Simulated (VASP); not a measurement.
# Zn4S (Im-3m) in VASP: further runs

Zn4S is run at these levels: PBE; tasks: single point, relaxation of cell and atoms.

Program: VASP 6.6.1. These are calculated values, not measurements. Logs are shortened: lines on timing, memory, paths and dates and some standing lists are left out, and cuts for length are marked.

**1. The cell of the first run**

Symmetry: Im-3m, No. 229, cubic system. The conventional cell has a = 5.800 Å, b = 5.800 Å, c = 5.800 Å, α = 90.00°, β = 90.00°, γ = 90.00°. Zn (site symmetry -3m) has 2 S at 2.51 Å and 6 Zn at 2.90 Å within 3.3 Å. S (site symmetry m-3m) has 8 Zn at 2.51 Å within 3.3 Å.

The cell was generated, and may not be a known phase.

**2. Single point, PBE**

INCAR

```
ALGO = Normal ; EDIFF = 1E-7
ENCUT = 520 ; GGA = PE
ISIF = 2 ; ISMEAR = 0
LASPH = T ; LCHARG = F
LREAL = F ; LWAVE = F
NBANDS = 35 ; NELM = 60
PREC = Accurate ; SIGMA = 0.1
```

KPOINTS

```
k-points
0
Gamma
  10 10 10
```

POSCAR

```
Zn4S
1.0
   -2.8998956849      2.8998956849      2.8998956849
    2.8998956849     -2.8998956849      2.8998956849
    2.8998956849      2.8998956849     -2.8998956849
Zn S
4 1
Direct
    0.5000000000      0.5000000000      0.5000000000
    0.0000000000      0.0000000000      0.5000000000
    0.0000000000      0.5000000000      0.0000000000
    0.5000000000      0.0000000000      0.0000000000
    0.0000000000      0.0000000000      0.0000000000
```

Potentials or basis: VASP PAW PBE potentials, release 64 (Zn, S).

Run with:

```
$ cat potpaw_PBE.64/Zn/POTCAR potpaw_PBE.64/S/POTCAR > POTCAR
$ mpirun -np 1 vasp_std > vasp.out
```

OUTCAR:

```text
EDIFF = 1E-7
   ENCUT = 520
   GGA = PE
   ISIF = 2
   ISMEAR = 0
   LASPH = T
   LREAL = F
   NELM = 60
   PREC = Accurate

 ion  position               nearest neighbor table
   1  0.500  0.500  0.500-   5 2.51   5 2.51   4 2.90   2 2.90   4 2.90   3 2.90   2 2.90   3 2.90

   2  0.000  0.000  0.500-   5 2.51   5 2.51   4 2.90   1 2.90   3 2.90   3 2.90   4 2.90   1 2.90

   3  0.000  0.500  0.000-   5 2.51   5 2.51   4 2.90   1 2.90   2 2.90   2 2.90   1 2.90   4 2.90

   4  0.500  0.000  0.000-   5 2.51   5 2.51   3 2.90   1 2.90   1 2.90   2 2.90   2 2.90   3 2.90

   5  0.000  0.000  0.000-   1 2.51   2 2.51   3 2.51   4 2.51   2 2.51   3 2.51   4 2.51   1 2.51

  LATTYP: Found a body centered cubic cell.
 ALAT       =     5.7997913698

  Lattice vectors:

 A1 = (  -2.8998956849,   2.8998956849,   2.8998956849)
 A2 = (   2.8998956849,  -2.8998956849,   2.8998956849)
 A3 = (   2.8998956849,   2.8998956849,  -2.8998956849)

Analysis of symmetry for initial positions (statically):
=====================================================================
 Subroutine PRICEL returns:
 Original cell was already a primitive cell.

 Routine SETGRP: Setting up the symmetry group for a
 body centered cubic supercell.

 Subroutine GETGRP returns: Found 48 space group operations
 (whereof 48 operations were pure point group operations)
 out of a pool of 48 trial point group operations.

The static configuration has the point symmetry O_h .

Analysis of symmetry for dynamics (positions and initial velocities):
=====================================================================
 Subroutine PRICEL returns:
 Original cell was already a primitive cell.

 Routine SETGRP: Setting up the symmetry group for a
 body centered cubic supercell.

 Subroutine GETGRP returns: Found 48 space group operations
 (whereof 48 operations were pure point group operations)
 out of a pool of 48 trial point group operations.

The dynamic configuration has the point symmetry O_h .

 Subroutine INISYM returns: Found 48 space group operations
 (whereof 48 operations are pure point group operations),
 and found     1 'primitive' translations

----------------------------------------------------------------------------------------

                                     Primitive cell

  volume of cell :      97.5455

  direct lattice vectors                    reciprocal lattice vectors
    -2.899895685  2.899895685  2.899895685     0.000000000  0.172419995  0.172419995
     2.899895685 -2.899895685  2.899895685     0.172419995  0.000000000  0.172419995
     2.899895685  2.899895685 -2.899895685     0.172419995  0.172419995  0.000000000

  length of vectors
     5.022766663  5.022766663  5.022766663     0.243838696  0.243838696  0.243838696

  position of ions in fractional coordinates (direct lattice)
     0.500000000  0.500000000  0.500000000
     0.000000000  0.000000000  0.500000000
     0.000000000  0.500000000  0.000000000
     0.500000000  0.000000000  0.000000000
     0.000000000  0.000000000  0.000000000

  ion indices of the primitive-cell ions
   primitive index   ion index
                 1           1
                 2           2
                 3           3
                 4           4
                 5           5

----------------------------------------------------------------------------------------

 KPOINTS: k-points

Automatic generation of k-mesh.
 Grid dimensions read from file:
 generate k-points for:   10   10   10

 Generating k-lattice:

  Cartesian coordinates                     Fractional coordinates (reciprocal lattice)
     0.000000000  0.017242000  0.017242000     0.100000000  0.000000000  0.000000000
     0.017242000  0.000000000  0.017242000     0.000000000  0.100000000  0.000000000
     0.017242000  0.017242000  0.000000000     0.000000000  0.000000000  0.100000000

  Length of vectors
     0.024383870  0.024383870  0.024383870

  Shift w.r.t. Gamma in fractional coordinates (k-lattice)
     0.000000000  0.000000000  0.000000000

 Subroutine IBZKPT returns following result:
 ===========================================

 Found     47 irreducible k-points:

 Following reciprocal coordinates:
            Coordinates               Weight
  0.000000  0.000000  0.000000      1.000000
  0.100000  0.000000  0.000000     12.000000
  0.200000  0.000000  0.000000     12.000000
  0.300000  0.000000  0.000000     12.000000
  0.400000  0.000000  0.000000     12.000000
  0.500000  0.000000  0.000000      6.000000
[... 16 lines left out ...]
  0.300000  0.300000  0.100000      8.000000
 -0.300000  0.300000  0.100000     24.000000
 [... further k-points ...]
   k-points           NKPTS =     47   k-points in BZ     NKDIM =     47   number of bands    NBANDS=     35
   number of dos      NEDOS =    301   number of ions     NIONS =      5
   total plane-waves  NPLWV =  64000
   dimension x,y,z NGX =    40 NGY =   40 NGZ =   40
   dimension x,y,z NGXF=    80 NGYF=   80 NGZF=   80
   ions per type =               4   1
   NGX,Y,Z   is equivalent  to a cutoff of  13.24, 13.24, 13.24 a.u.
   NGXF,Y,Z  is equivalent  to a cutoff of  26.48, 26.48, 26.48 a.u.
 SYSTEM =  unknown system
   PREC   = accura    normal or accurate (medium, high low for compatibility)
   ISTART =      0    job   : 0-new  1-cont  2-samecut
   ICHARG =      2    charge: 1-file 2-atom 10-const
   ISPIN  =      1    spin polarized calculation?
   LNONCOLLINEAR =      F non collinear calculations
   LSORBIT =      F    spin-orbit coupling
   LASPH  =      T    aspherical Exc in radial PAW
   ENCUT  =  520.0 eV  38.22 Ry    6.18 a.u.   9.34  9.34  9.34*2*pi/ulx,y,z
   NELM   =     60;   NELMIN=  2; NELMDL= -5     # of ELM steps
   EDIFF  = 0.1E-06   stopping-criterion for ELM
   LREAL  =      F    real-space projection
   EDIFFG = 0.1E-05   stopping-criterion for IOM
   NSW    =      0    number of steps for IOM
   IBRION =     -1    ionic relax: 0-MD 1-quasi-New 2-CG
   NFREE  =      0    steps in history (QN), initial steepest desc. (CG)
   ISIF   =      2    stress and relaxation
   ISYM   =      2    0-nonsym 1-usesym 2-fastsym
   POTIM  = 0.5000    time-step for ionic-motion
   TEBEG  =    0.0;   TEEND  =   0.0 temperature during run
   PSTRESS=    0.0 pullay stress
   NELECT =      54.0000    total number of electrons
   NUPDOWN=      -1.0000    fix difference up-down
   EMIN   =  10.00;   EMAX   =-10.00  energy-range for DOS
   EFERMI =   0.00;   METHOD = LEGACY
   ISMEAR =     0;   SIGMA  =   0.10  broadening in eV -4-tet -1-fermi 0-gaus
   EFERMI_NEDOS =   21; number of points for ismear=-14 and -15
   IALGO  =     38    algorithm
   IMIX   =      4    mixing-type and parameters
     AMIX     =   0.40;   BMIX     =  1.00
     AMIX_MAG =   1.60;   BMIX_MAG =  1.00
  volume/ion in A,a.u.               =      19.51       131.65
  Fermi-wavevector in a.u.,A,eV,Ry     =   1.344220  2.540208 24.584743  1.806928
  Thomas-Fermi vector in A             =   2.472231
   LORBIT       =      0    0 simple, 1 ext, 2 COOP (PROOUT), +10 PAW based schemes
   GGA     = PE    functional components
   LHFCALC =     F    Hartree Fock is set to
   AEXX    =    0.0000 exact exchange contribution
   IVDW    =     0    specifies the selected vdW correction
   LEPSILON=     F    determine dielectric tensor
   LRPA    =     F    only Hartree local field effects (RPA)
 non-spin polarized calculation
 Gauss-broadening in eV      SIGMA  =   0.10
  energy-cutoff  :      520.00
  volume of cell :       97.55
 maximum number of plane-waves:      2659
 NGX is ok and might be reduce to    40
   NGX = 19   NGY = 19   NGZ = 19

 number of electron      53.9999988 magnetization

 Free energy of the ion-electron system (eV)
  ---------------------------------------------------
  ext. energy  EPLUGINS =         0.00000000
  ---------------------------------------------------
  free energy    TOTEN  =        -6.94160491 eV

  energy without entropy =       -6.93383045  energy(sigma->0) =       -6.93771768

 E-fermi :   2.3466     XC(G=0): -10.0953

 val. band max:        2.3170965000   @ k =  -0.4000   0.4000   0.3000
 cond. band min:       2.3654848924   @ k =   0.3000   0.3000   0.1000
 fundamental gap:      0.0483883924
 Fermi energy:         2.3465897599

 k-point     1 :       0.0000    0.0000    0.0000
  band No.  band energies     occupation
      1     -12.3959      2.00000
      2      -5.2140      2.00000
      3      -5.2140      2.00000
      4      -5.0701      2.00000
      5      -5.0701      2.00000
      6      -5.0620      2.00000
[... 27 lines left out ...]
     34       8.6719      0.00000
     35       8.6719      0.00000

 k-point     2 :       0.1000    0.0000    0.0000
  band No.  band energies     occupation
      1     -12.3707      2.00000
      2      -5.2080      2.00000
      3      -5.2070      2.00000
      4      -5.0597      2.00000
      5      -5.0595      2.00000
      6      -5.0515      2.00000
[... 27 lines left out ...]
     34       8.2313      0.00000
     35       8.2987      0.00000

 k-point     3 :       0.2000    0.0000    0.0000
  band No.  band energies     occupation
      1     -12.3028      2.00000
      2      -5.2433      2.00000
      3      -5.1868      2.00000
      4      -5.1408      2.00000
      5      -5.0927      2.00000
      6      -5.0275      2.00000
[... 27 lines left out ...]
     34       7.9211      0.00000
     35       8.6329      0.00000
[... 723 lines left out ...]
 k-point    23 :       0.3000    0.3000    0.1000
  band No.  band energies     occupation
      1     -12.0914      2.00000
      2      -5.5704      2.00000
      3      -5.5704      2.00000
      4      -5.2038      2.00000
      5      -4.9161      2.00000
      6      -4.9161      2.00000
[... 27 lines left out ...]
     34       8.6863      0.00000
     35       8.7281      0.00000

 k-point    24 :      -0.3000    0.3000    0.1000
  band No.  band energies     occupation
      1     -12.1910      2.00000
      2      -5.5398      2.00000
      3      -5.3045      2.00000
      4      -5.1913      2.00000
      5      -5.1399      2.00000
      6      -4.9948      2.00000
[... 27 lines left out ...]
     34       8.4602      0.00000
     35       8.9024      0.00000

 [... further k-points ...]

------------------------ aborting loop because EDIFF is reached ----------------------------------------

  FORCE on cell =-STRESS in cart. coord.  units (eV):
  Direction    XX          YY          ZZ          XY          YZ          ZX
  --------------------------------------------------------------------------------------
  -------------------------------------------------------------------------------------
  Total        0.0964410      0.0964410      0.0964410     -0.0000000      0.0000000      0.0000000
  in kB        1.5840363      1.5840363      1.5840363     -0.0000000      0.0000000      0.0000000
  external PRESSURE =       1.5840363 kB  Pullay stress =       0.0000000 kB

 VOLUME and BASIS-vectors are now :
 -----------------------------------------------------------------------------
  energy-cutoff  :      520.00
  volume of cell :       97.55
      direct lattice vectors                 reciprocal lattice vectors
    -2.899895685  2.899895685  2.899895685     0.000000000  0.172419995  0.172419995
     2.899895685 -2.899895685  2.899895685     0.172419995  0.000000000  0.172419995
     2.899895685  2.899895685 -2.899895685     0.172419995  0.172419995  0.000000000

 POSITION                                       TOTAL-FORCE (eV/Angst)
 -----------------------------------------------------------------------------------
      1.44995      1.44995      1.44995         0.000000     -0.000000      0.000000
      1.44995      1.44995     -1.44995         0.000000      0.000000     -0.000000
      1.44995     -1.44995      1.44995         0.000000     -0.000000      0.000000
     -1.44995      1.44995      1.44995        -0.000000      0.000000     -0.000000
      0.00000      0.00000      0.00000        -0.000000      0.000000     -0.000000
 -----------------------------------------------------------------------------------
    total drift:                                0.000000     -0.000000      0.000000

  FREE ENERGIE OF THE ION-ELECTRON SYSTEM (eV)
  ---------------------------------------------------
  free  energy   TOTEN  =        -6.9416049080 eV

  energy  without entropy=       -6.9338304525  energy(sigma->0) =       -6.93771768
```

Run time: 4.6 min. Hardware: 1 thread of Intel Xeon 8259CL, shared host; peak memory 0.31 GiB.

What came out:

```
Free energy            : -6.9416 eV
Pressure               : 0.2 GPa
Band gap on the k mesh : zero (bands 27 and 28 overlap by 2.06 eV)
```

Levels at points of the mesh, in eV from the Fermi level:
| k point | band 25 | band 26 | band 27 | band 28 | band 29 | band 30 |
| --- | --- | --- | --- | --- | --- | --- |
| (0.00, 0.00, 0.00) | -4.56 | -0.09 | -0.09 | -0.09 | 1.17 | 1.17 |
| (0.50, 0.00, 0.00) | -3.45 | -1.88 | 0.41 | 1.60 | 1.71 | 2.95 |
| (0.50, 0.50, 0.50) | -2.22 | -2.22 | 1.56 | 1.56 | 1.56 | 2.86 |

**3. Relaxation of cell and atoms, PBE**

This run uses another cell than the first one, of 19.40 Å³/atom.

INCAR

```
ALGO = Normal ; EDIFF = 1E-6
EDIFFG = -0.01 ; ENCUT = 600
GGA = PE ; IBRION = 2
ISIF = 3 ; ISMEAR = 0
LASPH = True ; LCHARG = False
LREAL = False ; LWAVE = False
NELM = 80 ; NSW = 100
PREC = Accurate ; SIGMA = 0.1
```

KPOINTS is that of step 2.

Changes to POSCAR since step 2:

```diff
@@ -2,5 +2,5 @@
 1.0
-   -2.8998956849      2.8998956849      2.8998956849
-    2.8998956849     -2.8998956849      2.8998956849
-    2.8998956849      2.8998956849     -2.8998956849
+   -2.8943300205      2.8943300205      2.8943300205
+    2.8943300205     -2.8943300205      2.8943300205
+    2.8943300205      2.8943300205     -2.8943300205
 Zn S
```

Potentials or basis: VASP PAW PBE potentials, release 64 (Zn, S).

Run with:

```
$ cat potpaw_PBE.64/Zn/POTCAR potpaw_PBE.64/S/POTCAR > POTCAR
$ mpirun -np 1 vasp_std > vasp.out
```

OUTCAR:

```text
EDIFF = 1E-6
   EDIFFG = -0.01
   ENCUT = 600
   GGA = PE
   IBRION = 2
   ISIF = 3
   ISMEAR = 0
   LASPH = True
   LREAL = False
   NELM = 80
   NSW = 100
   PREC = Accurate

 ion  position               nearest neighbor table
   1  0.500  0.500  0.500-   5 2.51   5 2.51   4 2.89   2 2.89   4 2.89   3 2.89   2 2.89   3 2.89

   2  0.000  0.000  0.500-   5 2.51   5 2.51   4 2.89   1 2.89   3 2.89   3 2.89   4 2.89   1 2.89

   3  0.000  0.500  0.000-   5 2.51   5 2.51   4 2.89   1 2.89   2 2.89   2 2.89   1 2.89   4 2.89

   4  0.500  0.000  0.000-   5 2.51   5 2.51   3 2.89   1 2.89   1 2.89   2 2.89   2 2.89   3 2.89

   5  0.000  0.000  0.000-   1 2.51   2 2.51   3 2.51   4 2.51   2 2.51   3 2.51   4 2.51   1 2.51

  LATTYP: Found a body centered cubic cell.
 ALAT       =     5.7886600410

  Lattice vectors:

 A1 = (  -2.8943300205,   2.8943300205,   2.8943300205)
 A2 = (   2.8943300205,  -2.8943300205,   2.8943300205)
 A3 = (   2.8943300205,   2.8943300205,  -2.8943300205)

Analysis of symmetry for initial positions (statically):
=====================================================================
 Subroutine PRICEL returns:
 Original cell was already a primitive cell.

 Routine SETGRP: Setting up the symmetry group for a
 body centered cubic supercell.
[... 181 lines left out ...]
  -------------------------------------------------------------------------------------
  Total        0.2284343      0.2284343      0.2284343      0.0000000      0.0000000      0.0000000
  in kB        3.7737035      3.7737035      3.7737035      0.0000000      0.0000000      0.0000000
  external PRESSURE =       3.7737035 kB  Pullay stress =       0.0000000 kB
[... 65 lines left out ...]
--------------------------------------- Ionic step        3  -------------------------------------------

 number of electron      53.9999994 magnetization

 Free energy of the ion-electron system (eV)
  ---------------------------------------------------
  ext. energy  EPLUGINS =         0.00000000
  ---------------------------------------------------
  free energy    TOTEN  =        -6.94091284 eV

  energy without entropy =       -6.93312728  energy(sigma->0) =       -6.93702006

 E-fermi :   2.3247     XC(G=0): -10.0811

 val. band max:        2.2960143624   @ k =  -0.4000   0.4000   0.3000
 cond. band min:       2.3376981152   @ k =   0.3000   0.3000   0.1000
 fundamental gap:      0.0416837528
 Fermi energy:         2.3246828177

 k-point     1 :       0.0000    0.0000    0.0000
  band No.  band energies     occupation
      1     -12.3968      2.00000
      2      -5.2269      2.00000
      3      -5.2269      2.00000
      4      -5.0842      2.00000
      5      -5.0842      2.00000
      6      -5.0733      2.00000
[... 829 lines left out ...]
     31       5.6874      0.00000
     32       6.7383      0.00000

 [... further k-points ...]

------------------------ aborting loop because EDIFF is reached ----------------------------------------

  FORCE on cell =-STRESS in cart. coord.  units (eV):
  Direction    XX          YY          ZZ          XY          YZ          ZX
  --------------------------------------------------------------------------------------
  -------------------------------------------------------------------------------------
  Total        0.0170050      0.0170050      0.0170050     -0.0000000      0.0000000      0.0000000
  in kB        0.2784686      0.2784686      0.2784686     -0.0000000      0.0000000      0.0000000
  external PRESSURE =       0.2784686 kB  Pullay stress =       0.0000000 kB
[... 20 lines left out ...]
  FREE ENERGIE OF THE ION-ELECTRON SYSTEM (eV)
  ---------------------------------------------------
  free  energy   TOTEN  =        -6.9409128437 eV

  energy  without entropy=       -6.9331272811  energy(sigma->0) =       -6.93702006

 reached required accuracy - stopping structural energy minimisation
```

OSZICAR:

```text
N       E                     dE             d eps       ncg     rms          rms(c)
DAV:   1     0.356486982270E+03    0.35649E+03   -0.28839E+04  3008   0.252E+03
[... 22 lines left out ...]
       N       E                     dE             d eps       ncg     rms          rms(c)
DAV:   1    -0.694429939908E+01   -0.34601E-02   -0.46428E-02  3440   0.308E+00    0.441E-01
DAV:   2    -0.694130162535E+01    0.29978E-02   -0.13778E-02  3440   0.192E+00    0.140E-01
DAV:   3    -0.694102663654E+01    0.27499E-03   -0.22978E-04  3304   0.128E-01    0.747E-02
DAV:   4    -0.694091849709E+01    0.10814E-03   -0.34069E-05  4128   0.671E-02    0.167E-02
DAV:   5    -0.694091220045E+01    0.62966E-05   -0.10718E-05  3760   0.277E-02    0.335E-03
DAV:   6    -0.694091284367E+01   -0.64322E-06   -0.35246E-06  2376   0.130E-02
   3 F= -.69409128E+01 E0= -.69370201E+01  d E =-.106499E-02
```

Wall time 7.6 min (1 thread of Intel Xeon 8259CL, shared host); peak memory 0.34 GiB.

Results:

| Quantity | Value |
| --- | --- |
| Free energy | -6.9409 eV |
| Relaxed volume | 19.57 Å³/atom |
| Relaxed cell | a = 5.028 Å, b = 5.028 Å, c = 5.028 Å, α = 109.47°, β = 109.47°, γ = 109.47° |
| Space group after relaxing (to 0.1 Å) | Im-3m (No. 229) |
| Energy gained by relaxing | 0.2 meV/atom |
| Ionic steps | 3 |
| Pressure after relaxing | 0.0 GPa |
| Band gap on the k mesh | zero (bands 27 and 28 overlap by 2.04 eV) |

Step by step:
| step | energy change (eV) | largest force (eV/Å) | pressure (GPa) | volume (Å³) |
| --- | --- | --- | --- | --- |
| 1 | 0.0000 | 0.0000 | 0.38 | 96.98 |
| 2 | -0.0010 | 0.0000 | 0.10 | 97.63 |
| 3 | -0.0011 | 0.0000 | 0.03 | 97.84 |

Final structure:
```yaml
crystal:
  lattice:
    - [-2.90280, 2.90280, 2.90280]
    - [2.90280, -2.90280, 2.90280]
    - [2.90280, 2.90280, -2.90280]
  atoms:
    - { symbol: Zn, position: [0.50000, 0.50000, 0.50000] }
    - { symbol: Zn, position: [0.00000, 0.00000, 0.50000] }
    - { symbol: Zn, position: [0.00000, 0.50000, 0.00000] }
    - { symbol: Zn, position: [0.50000, 0.00000, 0.00000] }
    - { symbol: S, position: [0.00000, 0.00000, 0.00000] }
```

The gap in the log of VASP goes by the Fermi energy; the results here count the filled bands.